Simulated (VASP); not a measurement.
# In (P6_3/mmc) in VASP: a series of runs, part 2 of 2

VASP 6.6.1. The steps go on from the part before.

## Step 3: Single point, BLYP (27.42 Å³/atom)

This run uses another cell than the first one, of 27.42 Å³/atom.

Input file INCAR:

```
PREC = Accurate
ENCUT = 520
EDIFF = 1E-6
ISMEAR = -1
SIGMA = 0.1
LREAL = F
LASPH = T
NELM = 100
ALGO = Normal
ISIF = 2
LWAVE = F
LCHARG = F
GGA = B5
ALDAX = 1.0
AGGAX = 1.0
AGGAC = 1.0
ALDAC = 0.0
NBANDS = 34
```

Input file KPOINTS:

```
Automatic mesh
0
Gamma
  12 12 3
```

Input file POSCAR:

```
In
1.0
    3.3917554201      0.0000000000      0.0000000000
   -1.6958777100      2.9373463573      0.0000000000
    0.0000000000      0.0000000000     11.0105116074
In
4
Direct
    0.0000000000      0.0000000000      1.0000000000
    0.0000000000      1.0000000000      0.5000000000
    0.3333333333      0.6666666667      0.2500000000
    0.6666666667      0.3333333333      0.7500000000
```

Potentials or basis: VASP PAW PBE potentials, release 64 (In_d).

The run is started by

```
> cat potpaw_PBE.64/In_d/POTCAR > POTCAR
> mpirun -np 1 vasp_std > vasp.out
```

OUTCAR:

```text
PREC = Accurate
   ENCUT = 520
   EDIFF = 1E-6
   ISMEAR = -1
   LREAL = F
   LASPH = T
   NELM = 100
   ISIF = 2
   GGA = B5

 ion  position               nearest neighbor table
   1  0.000  0.000  0.000-   3 3.38   4 3.38   4 3.38   3 3.38   4 3.38   3 3.38
   2  0.000  0.000  0.500-   3 3.38   4 3.38   4 3.38   3 3.38   4 3.38   3 3.38
   3  0.333  0.667  0.250-   1 3.38   2 3.38   1 3.38   2 3.38   1 3.38   2 3.38
   4  0.667  0.333  0.750-   1 3.38   2 3.38   1 3.38   2 3.38   1 3.38   2 3.38

  LATTYP: Found a hexagonal cell.
 ALAT       =     3.3917554201
 C/A-ratio  =     3.2462575403

  Lattice vectors:

 A1 = (   3.3917554201,   0.0000000000,   0.0000000000)
 A2 = (  -1.6958777100,   2.9373463573,   0.0000000000)
 A3 = (   0.0000000000,   0.0000000000,  11.0105116074)

Analysis of symmetry for initial positions (statically):
=====================================================================
 Subroutine PRICEL returns:
 Original cell was already a primitive cell.

 Routine SETGRP: Setting up the symmetry group for a
 hexagonal supercell.

 Subroutine GETGRP returns: Found 24 space group operations
 (whereof 12 operations were pure point group operations)
 out of a pool of 24 trial point group operations.

The static configuration has the point symmetry D_3d.
 The point group associated with its full space group is D_6h.

Analysis of symmetry for dynamics (positions and initial velocities):
=====================================================================
 Subroutine PRICEL returns:
 Original cell was already a primitive cell.

 Routine SETGRP: Setting up the symmetry group for a
 hexagonal supercell.

 Subroutine GETGRP returns: Found 24 space group operations
 (whereof 12 operations were pure point group operations)
 out of a pool of 24 trial point group operations.

The dynamic configuration has the point symmetry D_3d.
 The point group associated with its full space group is D_6h.

 Subroutine INISYM returns: Found 24 space group operations
 (whereof 12 operations are pure point group operations),
 and found     1 'primitive' translations

----------------------------------------------------------------------------------------

                                     Primitive cell

  volume of cell :     109.6951

  direct lattice vectors                    reciprocal lattice vectors
     3.391755420  0.000000000  0.000000000     0.294832580  0.170221669  0.000000000
    -1.695877710  2.937346357  0.000000000     0.000000000  0.340443338  0.000000000
     0.000000000  0.000000000 11.010511607     0.000000000  0.000000000  0.090822301

  length of vectors
     3.391755420  3.391755420 11.010511607     0.340443338  0.340443338  0.090822301

  position of ions in fractional coordinates (direct lattice)
     0.000000000  0.000000000  0.000000000
     0.000000000  0.000000000  0.500000000
     0.333333333  0.666666667  0.250000000
     0.666666667  0.333333333  0.750000000

  ion indices of the primitive-cell ions
   primitive index   ion index
                 1           1
                 2           2
                 3           3
                 4           4

----------------------------------------------------------------------------------------

 KPOINTS: Automatic mesh

Automatic generation of k-mesh.
 Grid dimensions read from file:
 generate k-points for:   12   12    3

 Generating k-lattice:

  Cartesian coordinates                     Fractional coordinates (reciprocal lattice)
     0.024569382  0.014185139  0.000000000     0.083333333  0.000000000  0.000000000
     0.000000000  0.028370278  0.000000000     0.000000000  0.083333333  0.000000000
     0.000000000  0.000000000  0.030274100     0.000000000  0.000000000  0.333333333

  Length of vectors
     0.028370278  0.028370278  0.030274100

  Shift w.r.t. Gamma in fractional coordinates (k-lattice)
     0.000000000  0.000000000  0.000000000

 Subroutine IBZKPT returns following result:
 ===========================================

 Found     38 irreducible k-points:

 Following reciprocal coordinates:
            Coordinates               Weight
  0.000000  0.000000  0.000000      1.000000
  0.083333 -0.000000  0.000000      6.000000
  0.166667 -0.000000  0.000000      6.000000
  0.250000 -0.000000  0.000000      6.000000
  0.333333  0.000000  0.000000      6.000000
  0.416667 -0.000000  0.000000      6.000000
[... 16 lines left out ...]
  0.250000 -0.000000  0.333333     12.000000
  0.333333  0.000000  0.333333     12.000000
 [... further k-points ...]
   k-points           NKPTS =     38   k-points in BZ     NKDIM =     38   number of bands    NBANDS=     34
   number of dos      NEDOS =    301   number of ions     NIONS =      4
   total plane-waves  NPLWV =  65856
   dimension x,y,z NGX =    28 NGY =   28 NGZ =   84
   dimension x,y,z NGXF=    56 NGYF=   56 NGZF=  168
   ions per type =               4
   NGX,Y,Z   is equivalent  to a cutoff of  13.72, 13.72, 12.68 a.u.
   NGXF,Y,Z  is equivalent  to a cutoff of  27.45, 27.45, 25.37 a.u.
 SYSTEM =  unknown system
   PREC   = accura    normal or accurate (medium, high low for compatibility)
   ISTART =      0    job   : 0-new  1-cont  2-samecut
   ICHARG =      2    charge: 1-file 2-atom 10-const
   ISPIN  =      1    spin polarized calculation?
   LNONCOLLINEAR =      F non collinear calculations
   LSORBIT =      F    spin-orbit coupling
   LASPH  =      T    aspherical Exc in radial PAW
   ENCUT  =  520.0 eV  38.22 Ry    6.18 a.u.   6.31  6.31 20.47*2*pi/ulx,y,z
   NELM   =    100;   NELMIN=  2; NELMDL= -5     # of ELM steps
   EDIFF  = 0.1E-05   stopping-criterion for ELM
   LREAL  =      F    real-space projection
   EDIFFG = 0.1E-04   stopping-criterion for IOM
   NSW    =      0    number of steps for IOM
   IBRION =     -1    ionic relax: 0-MD 1-quasi-New 2-CG
   NFREE  =      0    steps in history (QN), initial steepest desc. (CG)
   ISIF   =      2    stress and relaxation
   ISYM   =      2    0-nonsym 1-usesym 2-fastsym
   POTIM  = 0.5000    time-step for ionic-motion
   TEBEG  =    0.0;   TEEND  =   0.0 temperature during run
   PSTRESS=    0.0 pullay stress
   NELECT =      52.0000    total number of electrons
   NUPDOWN=      -1.0000    fix difference up-down
   EMIN   =  10.00;   EMAX   =-10.00  energy-range for DOS
   EFERMI =   0.00;   METHOD = LEGACY
   ISMEAR =    -1;   SIGMA  =   0.10  broadening in eV -4-tet -1-fermi 0-gaus
   EFERMI_NEDOS =   21; number of points for ismear=-14 and -15
   IALGO  =     38    algorithm
   IMIX   =      4    mixing-type and parameters
     AMIX     =   0.40;   BMIX     =  1.00
     AMIX_MAG =   1.60;   BMIX_MAG =  1.00
  volume/ion in A,a.u.               =      27.42       185.06
  Fermi-wavevector in a.u.,A,eV,Ry     =   1.276479  2.412195 22.169302  1.629398
  Thomas-Fermi vector in A             =   2.409132
   LORBIT       =      0    0 simple, 1 ext, 2 COOP (PROOUT), +10 PAW based schemes
   GGA     = B5    functional components
   LHFCALC =     F    Hartree Fock is set to
   AEXX    =    0.0000 exact exchange contribution
   IVDW    =     0    specifies the selected vdW correction
   LEPSILON=     F    determine dielectric tensor
   LRPA    =     F    only Hartree local field effects (RPA)
 non-spin polarized calculation
  energy-cutoff  :      520.00
  volume of cell :      109.70
 maximum number of plane-waves:      2993
 NGX is ok and might be reduce to    28
   NGX = 13   NGY = 13   NGZ = 41

 number of electron      52.0000010 magnetization

 Free energy of the ion-electron system (eV)
  ---------------------------------------------------
  ext. energy  EPLUGINS =         0.00000000
  ---------------------------------------------------
  free energy    TOTEN  =        -7.31005730 eV

  energy without entropy =       -7.24272593  energy(sigma->0) =       -7.27639162

 E-fermi :   7.4416     XC(G=0):  -9.4450

 val. band max:        7.4250170813   @ k =   0.3333   0.0000   0.3333
 cond. band min:       7.4573710537   @ k =   0.2500   0.2500   0.0000
 fundamental gap:      0.0323539724
 Fermi energy:         7.4415685046

 k-point     1 :       0.0000    0.0000    0.0000
  band No.  band energies     occupation
      1      -7.2338      2.00000
      2      -7.2100      2.00000
      3      -7.1908      2.00000
      4      -7.1908      2.00000
      5      -7.1837      2.00000
      6      -7.1753      2.00000
[... 26 lines left out ...]
     33      16.1846      0.00000
     34      17.2204      0.00000
[... 820 lines left out ...]
      4      -7.2114      2.00000
      5      -7.1948      2.00000
      6      -7.1777      2.00000
[... 26 lines left out ...]
     33      13.7210      0.00000
     34      14.3876      0.00000

 [... further k-points ...]
[... 5 lines left out ...]
  --------------------------------------------------------------------------------------
  -------------------------------------------------------------------------------------
  Total        2.6780056      2.6780056      2.8673204      0.0000000      0.0000000      0.0000000
  in kB       39.1142385     39.1142385     41.8793199      0.0000000      0.0000000      0.0000000
  external PRESSURE =      40.0359323 kB  Pullay stress =       0.0000000 kB

 VOLUME and BASIS-vectors are now :
 -----------------------------------------------------------------------------
  energy-cutoff  :      520.00
  volume of cell :      109.70
      direct lattice vectors                 reciprocal lattice vectors
     3.391755420  0.000000000  0.000000000     0.294832580  0.170221669  0.000000000
    -1.695877710  2.937346357  0.000000000     0.000000000  0.340443338  0.000000000
     0.000000000  0.000000000 11.010511607     0.000000000  0.000000000  0.090822301

 POSITION                                       TOTAL-FORCE (eV/Angst)
 -----------------------------------------------------------------------------------
      0.00000      0.00000      0.00000         0.000000      0.000000      0.000000
      0.00000      0.00000      5.50526         0.000000      0.000000      0.000000
     -0.00000      1.95823      2.75263         0.000000      0.000000      0.000000
      1.69588      0.97912      8.25788        -0.000000     -0.000000     -0.000000
 -----------------------------------------------------------------------------------
    total drift:                                0.000000     -0.000000      0.000000

  FREE ENERGIE OF THE ION-ELECTRON SYSTEM (eV)
  ---------------------------------------------------
  free  energy   TOTEN  =        -7.3100573039 eV

  energy  without entropy=       -7.2427259341  energy(sigma->0) =       -7.27639162
```

stdout:

```text
POSCAR found type information on POSCAR In
 POSCAR found :  1 types and       4 ions
 scaLAPACK will be used
 -----------------------------------------------------------------------------
|                                                                             |
|                                                                             |
|     You enforced a specific xc type in the INCAR file but a different       |
|     I HOPE YOU KNOW WHAT YOU ARE DOING!                                     |
|                                                                             |
 -----------------------------------------------------------------------------

 LDA part: xc-table for (Slater(with rela. corr.)+VWN5), standard interpolation
 POSCAR, INCAR and KPOINTS ok, starting setup
 FFT: planning ... GRIDC
 FFT: planning ... GRID_SOFT
 FFT: planning ... GRID
 WAVECAR not read
 entering main loop
```

It took 1.8 min on 1 thread of Intel Xeon 6975P-C (Granite Rapids), shared host; peak memory 0.28 GiB.

What came out:

| Item | Value |
| --- | --- |
| Free energy | -7.3101 eV |
| Pressure | 4.0 GPa |
| Band gap on the k mesh | zero (bands 26 and 27 overlap by 4.49 eV) |

Levels at points of the mesh, in eV from the Fermi level:
| k point | band 23 | band 24 | band 25 | band 26 | band 27 | band 28 | band 29 | band 30 |
| --- | --- | --- | --- | --- | --- | --- | --- | --- |
| (0.00, 0.00, 0.00) | -7.84 | -4.32 | -3.01 | 3.11 | 3.12 | 7.81 | 7.81 | 8.65 |
| (0.50, 0.00, 0.00) | -3.63 | -3.04 | -2.76 | -2.51 | 0.15 | 0.35 | 1.47 | 2.41 |

Caveat: the cell stands under pressure; the PAW data sets were made with another functional, which shifts forces and pressure a little; spin-orbit coupling is left out, which moves the levels of the heavy elements.
